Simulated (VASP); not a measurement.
# TaN (P-6m2) in VASP: settings compared

The runs below take TaN through single point, with BLYP, PBEsol, LDA.

Everything below comes from runs of VASP 6.6.1. Logs are shortened: lines on timing, memory, paths and dates and some standing lists are left out, and cuts for length are marked.

## Step 1: The cell of the first run

Symmetry: P-6m2, No. 187, hexagonal system. The conventional cell has a = 2.938 Å, b = 2.938 Å, c = 2.883 Å, α = 90.00°, β = 90.00°, γ = 120.00°. Within 3.0 Å of Ta (site symmetry -6m2) lie 6 N at 2.23 Å and 8 Ta at 2.88 to 2.94 Å. N (site symmetry -6m2) has 6 Ta at 2.23 Å and 8 N at 2.88 to 2.94 Å within 3.0 Å.

## Step 2: Single point, BLYP

INCAR

```
PREC     = Accurate       # precision mode
ENCUT    = 520            # plane-wave cutoff, eV
EDIFF    = 1E-6           # SCF threshold, eV
ISMEAR   = 0              # smearing method
SIGMA    = 0.1            # smearing width, eV
LREAL    = F              # projectors in reciprocal space
LASPH    = T              # aspherical terms in the spheres
NELM     = 80             # most SCF steps
ALGO     = Normal         # electronic algorithm
ISIF     = 2              # what is computed and relaxed
LWAVE    = F              # write WAVECAR
LCHARG   = F              # write CHGCAR
GGA      = B5             # functional
ALDAX    = 1.0          
AGGAX    = 1.0          
AGGAC    = 1.0          
ALDAC    = 0.0          
NBANDS   = 15             # bands
```

KPOINTS

```
Automatic mesh
0
Gamma
  13 13 12
```

POSCAR

```
TaN
1.0
    2.9380000000      0.0000000000      0.0000000000
   -1.4690000000      2.5443830000      0.0000000000
    0.0000000000      0.0000000000      2.8830000000
Ta N
1 1
Direct
    0.3333333333      0.6666666667      0.5000000000
    0.0000000000      0.0000000000      0.0000000000
```

Potentials or basis: VASP PAW PBE potentials, release 64 (Ta_pv, N).

Launch:

```
$ cat potpaw_PBE.64/Ta_pv/POTCAR potpaw_PBE.64/N/POTCAR > POTCAR
$ mpirun -np 1 vasp_std > vasp.out
```

OUTCAR:

```text
PREC = Accurate
   ENCUT = 520
   EDIFF = 1E-6
   ISMEAR = 0
   LREAL = F
   LASPH = T
   NELM = 80
   ISIF = 2
   GGA = B5

 ion  position               nearest neighbor table
   1  0.333  0.667  0.500-   2 2.23   2 2.23   2 2.23   2 2.23   2 2.23   2 2.23
   2  0.000  0.000  0.000-   1 2.23   1 2.23   1 2.23   1 2.23   1 2.23   1 2.23

  LATTYP: Found a hexagonal cell.
 ALAT       =     2.9380000000
 C/A-ratio  =     0.9812797822

  Lattice vectors:

 A1 = (   2.9380000000,   0.0000000000,   0.0000000000)
 A2 = (  -1.4690000000,   2.5443830000,   0.0000000000)
 A3 = (   0.0000000000,   0.0000000000,   2.8830000000)

Analysis of symmetry for initial positions (statically):
=====================================================================
 Subroutine PRICEL returns:
 Original cell was already a primitive cell.

 Routine SETGRP: Setting up the symmetry group for a
 hexagonal supercell.

 Subroutine GETGRP returns: Found 12 space group operations
 (whereof 12 operations were pure point group operations)
 out of a pool of 24 trial point group operations.

The static configuration has the point symmetry D_3h.

Analysis of symmetry for dynamics (positions and initial velocities):
=====================================================================
 Subroutine PRICEL returns:
 Original cell was already a primitive cell.

 Routine SETGRP: Setting up the symmetry group for a
 hexagonal supercell.

 Subroutine GETGRP returns: Found 12 space group operations
 (whereof 12 operations were pure point group operations)
 out of a pool of 24 trial point group operations.

The dynamic configuration has the point symmetry D_3h.

 Subroutine INISYM returns: Found 12 space group operations
 (whereof 12 operations are pure point group operations),
 and found     1 'primitive' translations

----------------------------------------------------------------------------------------

                                     Primitive cell

  volume of cell :      21.5516

  direct lattice vectors                    reciprocal lattice vectors
     2.938000000  0.000000000  0.000000000     0.340367597  0.196511296  0.000000000
    -1.469000000  2.544383000  0.000000000     0.000000000  0.393022591  0.000000000
     0.000000000  0.000000000  2.883000000     0.000000000  0.000000000  0.346860909

  length of vectors
     2.938000000  2.938000315  2.883000000     0.393022633  0.393022591  0.346860909

  position of ions in fractional coordinates (direct lattice)
     0.333333333  0.666666667  0.500000000
     0.000000000  0.000000000  0.000000000

  ion indices of the primitive-cell ions
   primitive index   ion index
                 1           1
                 2           2

----------------------------------------------------------------------------------------

 KPOINTS: Automatic mesh

Automatic generation of k-mesh.
 Grid dimensions read from file:
 generate k-points for:   13   13   12

 Generating k-lattice:

  Cartesian coordinates                     Fractional coordinates (reciprocal lattice)
     0.026182123  0.015116254  0.000000000     0.076923077  0.000000000  0.000000000
     0.000000000  0.030232507  0.000000000     0.000000000  0.076923077  0.000000000
     0.000000000  0.000000000  0.028905076     0.000000000  0.000000000  0.083333333

  Length of vectors
     0.030232510  0.030232507  0.028905076

  Shift w.r.t. Gamma in fractional coordinates (k-lattice)
     0.000000000  0.000000000  0.000000000

 Subroutine IBZKPT returns following result:
 ===========================================

 Found    147 irreducible k-points:

 Following reciprocal coordinates:
            Coordinates               Weight
  0.000000  0.000000  0.000000      1.000000
  0.076923 -0.000000  0.000000      6.000000
  0.153846 -0.000000  0.000000      6.000000
  0.230769 -0.000000  0.000000      6.000000
  0.307692 -0.000000  0.000000      6.000000
  0.384615  0.000000  0.000000      6.000000
[... 16 lines left out ...]
  0.076923 -0.000000  0.083333     12.000000
  0.153846 -0.000000  0.083333     12.000000
 [... further k-points ...]
   k-points           NKPTS =    147   k-points in BZ     NKDIM =    147   number of bands    NBANDS=     15
   number of dos      NEDOS =    301   number of ions     NIONS =      2
   total plane-waves  NPLWV =  13824
   dimension x,y,z NGX =    24 NGY =   24 NGZ =   24
   dimension x,y,z NGXF=    48 NGYF=   48 NGZF=   48
   ions per type =               1   1
   NGX,Y,Z   is equivalent  to a cutoff of  13.58, 13.58, 13.84 a.u.
   NGXF,Y,Z  is equivalent  to a cutoff of  27.16, 27.16, 27.68 a.u.
 SYSTEM =  unknown system
   PREC   = accura    normal or accurate (medium, high low for compatibility)
   ISTART =      0    job   : 0-new  1-cont  2-samecut
   ICHARG =      2    charge: 1-file 2-atom 10-const
   ISPIN  =      1    spin polarized calculation?
   LNONCOLLINEAR =      F non collinear calculations
   LSORBIT =      F    spin-orbit coupling
   LASPH  =      T    aspherical Exc in radial PAW
   ENCUT  =  520.0 eV  38.22 Ry    6.18 a.u.   5.46  5.46  5.36*2*pi/ulx,y,z
   NELM   =     80;   NELMIN=  2; NELMDL= -5     # of ELM steps
   EDIFF  = 0.1E-05   stopping-criterion for ELM
   LREAL  =      F    real-space projection
   EDIFFG = 0.1E-04   stopping-criterion for IOM
   NSW    =      0    number of steps for IOM
   IBRION =     -1    ionic relax: 0-MD 1-quasi-New 2-CG
   NFREE  =      0    steps in history (QN), initial steepest desc. (CG)
   ISIF   =      2    stress and relaxation
   ISYM   =      2    0-nonsym 1-usesym 2-fastsym
   POTIM  = 0.5000    time-step for ionic-motion
   TEBEG  =    0.0;   TEEND  =   0.0 temperature during run
   PSTRESS=    0.0 pullay stress
   NELECT =      16.0000    total number of electrons
   NUPDOWN=      -1.0000    fix difference up-down
   EMIN   =  10.00;   EMAX   =-10.00  energy-range for DOS
   EFERMI =   0.00;   METHOD = LEGACY
   ISMEAR =     0;   SIGMA  =   0.10  broadening in eV -4-tet -1-fermi 0-gaus
   EFERMI_NEDOS =   21; number of points for ismear=-14 and -15
   IALGO  =     38    algorithm
   IMIX   =      4    mixing-type and parameters
     AMIX     =   0.40;   BMIX     =  1.00
     AMIX_MAG =   1.60;   BMIX_MAG =  1.00
  volume/ion in A,a.u.               =      10.78        72.72
  Fermi-wavevector in a.u.,A,eV,Ry     =   1.482365  2.801264 29.897528  2.197406
  Thomas-Fermi vector in A             =   2.596160
   LORBIT       =      0    0 simple, 1 ext, 2 COOP (PROOUT), +10 PAW based schemes
   GGA     = B5    functional components
   LHFCALC =     F    Hartree Fock is set to
   AEXX    =    0.0000 exact exchange contribution
   IVDW    =     0    specifies the selected vdW correction
   LEPSILON=     F    determine dielectric tensor
   LRPA    =     F    only Hartree local field effects (RPA)
 non-spin polarized calculation
 Gauss-broadening in eV      SIGMA  =   0.10
  energy-cutoff  :      520.00
  volume of cell :       21.55
 maximum number of plane-waves:       605
 NGX is ok and might be reduce to    24
   NGX = 11   NGY = 11   NGZ = 11

 number of electron      16.0000001 magnetization

 Free energy of the ion-electron system (eV)
  ---------------------------------------------------
  ext. energy  EPLUGINS =         0.00000000
  ---------------------------------------------------
  free energy    TOTEN  =       -20.43026382 eV

  energy without entropy =      -20.43003038  energy(sigma->0) =      -20.43014710

 E-fermi :   8.7400     XC(G=0): -12.6523

 val. band max:        8.7044696750   @ k =   0.0000   0.0000   0.4167
 cond. band min:       8.8514592125   @ k =   0.0769  -0.0000   0.5000
 fundamental gap:      0.1469895374
 Fermi energy:         8.7400147037

 k-point     1 :       0.0000    0.0000    0.0000
  band No.  band energies     occupation
      1     -26.0161      2.00000
      2     -25.7550      2.00000
      3     -25.7550      2.00000
      4      -8.8918      2.00000
      5       4.1921      2.00000
      6       4.1921      2.00000
      7       4.6029      2.00000
      8       5.8455      2.00000
      9      11.1807      0.00000
     10      12.2747      0.00000
     11      12.2747      0.00000
     12      12.6841      0.00000
     13      12.6841      0.00000
     14      21.3831      0.00000
     15      22.3702      0.00000

 k-point     2 :       0.0769   -0.0000    0.0000
  band No.  band energies     occupation
      1     -26.0080      2.00000
      2     -25.8194      2.00000
      3     -25.7687      2.00000
      4      -8.7713      2.00000
      5       3.8421      2.00000
      6       4.2857      2.00000
      7       4.7731      2.00000
      8       5.6681      2.00000
      9      11.6032      0.00000
     10      12.0403      0.00000
     11      12.2948      0.00000
     12      12.6227      0.00000
     13      12.8485      0.00000
     14      21.3845      0.00000
     15      22.3321      0.00000

 k-point     3 :       0.1538   -0.0000    0.0000
  band No.  band energies     occupation
      1     -25.9943      2.00000
      2     -25.9855      2.00000
      3     -25.8066      2.00000
      4      -8.4351      2.00000
      5       3.0735      2.00000
      6       4.5395      2.00000
      7       5.1731      2.00000
      8       5.2227      2.00000
      9      11.4255      0.00000
     10      12.3844      0.00000
     11      12.4569      0.00000
     12      12.6923      0.00000
     13      13.2294      0.00000
     14      21.3883      0.00000
     15      22.2646      0.00000

 k-point     4 :       0.2308   -0.0000    0.0000
  band No.  band energies     occupation
      1     -26.2324      2.00000
      2     -25.9535      2.00000
      3     -25.8595      2.00000
      4      -7.9530      2.00000
      5       2.2236      2.00000
      6       4.6780      2.00000
      7       4.8795      2.00000
      8       5.6060      2.00000
      9      10.9694      0.00000
     10      12.2336      0.00000
     11      12.6097      0.00000
     12      13.6097      0.00000
     13      13.8850      0.00000
     14      21.3942      0.00000
     15      22.3253      0.00000
[... 307 lines left out ...]
 k-point    22 :       0.0000    0.0000    0.0833
  band No.  band energies     occupation
      1     -26.0828      2.00000
      2     -25.7496      2.00000
      3     -25.7496      2.00000
      4      -8.7483      2.00000
      5       4.0802      2.00000
      6       4.2476      2.00000
      7       4.2476      2.00000
      8       6.2839      2.00000
      9      11.4169      0.00000
     10      11.4169      0.00000
     11      11.4359      0.00000
     12      13.2918      0.00000
     13      13.2918      0.00000
     14      21.3886      0.00000
     15      22.6463      0.00000

 k-point    23 :       0.0769   -0.0000    0.0833
  band No.  band energies     occupation
      1     -26.0745      2.00000
      2     -25.8133      2.00000
      3     -25.7633      2.00000
      4      -8.6336      2.00000
      5       3.9077      2.00000
      6       4.1738      2.00000
      7       4.3318      2.00000
      8       6.1722      2.00000
      9      11.3693      0.00000
     10      11.4010      0.00000
     11      11.8633      0.00000
     12      13.3006      0.00000
     13      13.3007      0.00000
     14      21.3878      0.00000
     15      22.4816      0.00000

 k-point    24 :       0.1538   -0.0000    0.0833
  band No.  band energies     occupation
      1     -26.0536      2.00000
      2     -25.9838      2.00000
      3     -25.8010      2.00000
      4      -8.3152      2.00000
      5       3.1415      2.00000
      6       4.3192      2.00000
      7       4.5550      2.00000
      8       5.9709      2.00000
      9      11.2443      0.00000
     10      11.3975      0.00000
     11      12.5813      0.00000
     12      13.3204      0.00000
     13      13.6545      0.00000
     14      21.3865      0.00000
     15      22.1970      0.00000

 [... further k-points ...]

------------------------ aborting loop because EDIFF is reached ----------------------------------------

  FORCE on cell =-STRESS in cart. coord.  units (eV):
  Direction    XX          YY          ZZ          XY          YZ          ZX
  --------------------------------------------------------------------------------------
  -------------------------------------------------------------------------------------
  Total        2.3197398      2.3197405      2.6322536      0.0000000      0.0000000      0.0000000
  in kB      172.4530744    172.4531237    195.6858370      0.0000000      0.0000000      0.0000000
  external PRESSURE =     180.1973450 kB  Pullay stress =       0.0000000 kB

 VOLUME and BASIS-vectors are now :
 -----------------------------------------------------------------------------
  energy-cutoff  :      520.00
  volume of cell :       21.55
      direct lattice vectors                 reciprocal lattice vectors
     2.938000000  0.000000000  0.000000000     0.340367597  0.196511296  0.000000000
    -1.469000000  2.544383000  0.000000000     0.000000000  0.393022591  0.000000000
     0.000000000  0.000000000  2.883000000     0.000000000  0.000000000  0.346860909

 POSITION                                       TOTAL-FORCE (eV/Angst)
 -----------------------------------------------------------------------------------
     -0.00000      1.69626      1.44150         0.000000      0.000000      0.000000
      0.00000      0.00000      0.00000        -0.000000     -0.000000      0.000000
 -----------------------------------------------------------------------------------
    total drift:                                0.000000      0.000005     -0.000000

  FREE ENERGIE OF THE ION-ELECTRON SYSTEM (eV)
  ---------------------------------------------------
  free  energy   TOTEN  =       -20.4302638228 eV

  energy  without entropy=      -20.4300303769  energy(sigma->0) =      -20.43014710
```

Run time: 62 s. Hardware: 1 thread of Intel Xeon 8259CL, shared host; peak memory 0.18 GiB.

What came out:

```
Free energy            : -20.4303 eV
Pressure               : 18.0 GPa
Band gap on the k mesh : zero (bands 8 and 9 overlap by 0.32 eV)
```

Stress tensor (GPa, compression positive):
```
17.25  0.00  0.00
 0.00 17.25  0.00
 0.00  0.00 19.57
```

Levels at points of the mesh, in eV from the Fermi level:
```tsv
k point	band 5	band 6	band 7	band 8	band 9	band 10	band 11	band 12
(0.00, 0.00, 0.00)	-4.55	-4.55	-4.14	-2.89	2.44	3.53	3.53	3.94
(0.00, 0.00, 0.50)	-9.16	-3.75	-3.75	-0.10	-0.10	2.31	3.35	3.35
```

Caveat: the cell stands under pressure; the PAW data sets were made with another functional, which shifts forces and pressure a little; spin-orbit coupling is left out, which moves the levels of the heavy elements.

## Step 3: Single point, PBEsol

INCAR

```
  ALGO = Normal
  EDIFF = 1E-6
  ENCUT = 520
  GGA = PS
  ISIF = 2
  ISMEAR = 0
  LASPH = True
  LCHARG = False
  LREAL = False
  LWAVE = False
  NBANDS = 15
  NELM = 60
  PREC = Accurate
  SIGMA = 0.1
```

KPOINTS

```
k-points
0
Gamma
  13 13 12
```

POSCAR is that of step 2.

Potentials or basis: VASP PAW PBE potentials, release 64 (Ta_pv, N).

Launch:

```
$ cat potpaw_PBE.64/Ta_pv/POTCAR potpaw_PBE.64/N/POTCAR > POTCAR
$ mpirun -np 1 vasp_std > vasp.out
```

Wall time 49 s (1 thread of Intel Xeon 8259CL, shared host); peak memory 0.18 GiB.

The run converged. Its results:

```
Free energy            : -23.8029 eV
Pressure               : -4.1 GPa
Band gap on the k mesh : zero (bands 8 and 9 overlap by 0.31 eV)
```

Levels at points of the mesh, in eV from the Fermi level:
```
           k point  band 6  band 7  band 8  band 9  band 10  band 11
(0.00, 0.00, 0.00)   -4.56   -4.23   -2.91    2.21     3.60     3.60
(0.00, 0.00, 0.50)   -3.74   -3.74   -0.11   -0.11     2.44     3.30
```

Caveat: the cell stands under tension; the PAW data sets were made with another functional, which shifts forces and pressure a little; spin-orbit coupling is left out, which moves the levels of the heavy elements.

## Step 4: Single point, LDA

INCAR

```
ALGO     = Normal         # electronic algorithm
EDIFF    = 1E-6           # SCF threshold, eV
ENCUT    = 520            # plane-wave cutoff, eV
GGA      = CA             # functional
ISIF     = 2              # what is computed and relaxed
ISMEAR   = 0              # smearing method
LASPH    = T              # aspherical terms in the spheres
LCHARG   = F              # write CHGCAR
LREAL    = F              # projectors in reciprocal space
LWAVE    = F              # write WAVECAR
NBANDS   = 15             # bands
NELM     = 80             # most SCF steps
PREC     = Accurate       # precision mode
SIGMA    = 0.1            # smearing width, eV
```

KPOINTS is that of step 3.

POSCAR is that of step 3.

Potentials or basis: VASP PAW LDA potentials, release 64 (Ta_pv, N).

Launch:

```
$ cat potpaw_LDA.64/Ta_pv/POTCAR potpaw_LDA.64/N/POTCAR > POTCAR
$ mpirun -np 1 vasp_std > vasp.out
```

Run time: 41 s. Hardware: 1 thread of Intel Xeon 8259CL, shared host; peak memory 0.17 GiB.

Results (log left out):

* Free energy: -24.7006 eV
* Pressure: -9.8 GPa
* Band gap on the k mesh: zero (bands 8 and 9 overlap by 0.31 eV)

Stress tensor (GPa, compression positive):
```
 -9.37   0.00   0.00
  0.00  -9.37   0.00
  0.00   0.00 -10.64
```

Levels at points of the mesh, in eV from the Fermi level:
```csv
k point,band 6,band 7,band 8,band 9,band 10,band 11
"(0.00, 0.00, 0.00)",-4.54,-4.19,-2.87,2.37,3.59,3.59
"(0.00, 0.00, 0.50)",-3.72,-3.72,-0.11,-0.11,2.44,3.28
```

Caveat: the cell stands under tension; spin-orbit coupling is left out, which moves the levels of the heavy elements.

## Step 5: Summary

| level | potentials or basis | gap on the mesh (eV) | pressure (GPa) |
| --- | --- | --- | --- |
| BLYP | VASP PAW PBE potentials, release 64 (Ta_pv, N) | none | 18.0 |
| PBEsol | VASP PAW PBE potentials, release 64 (Ta_pv, N) | none | -4.1 |
| LDA | VASP PAW LDA potentials, release 64 (Ta_pv, N) | none | -9.8 |

Alike in all rows: task single point; no spin polarisation; cell as given; k mesh 13 × 13 × 12; cutoff (eV) 520; smearing gaussian 0.1 eV.

Caveats: spin-orbit coupling is left out, which moves the levels of the heavy elements; the PAW data sets were made with another functional, which shifts forces and pressure a little (at least some runs); the cell stands under tension (at least some runs); the cell stands under pressure (at least some runs).

Absolute energies hang on the potentials; compare differences alone.
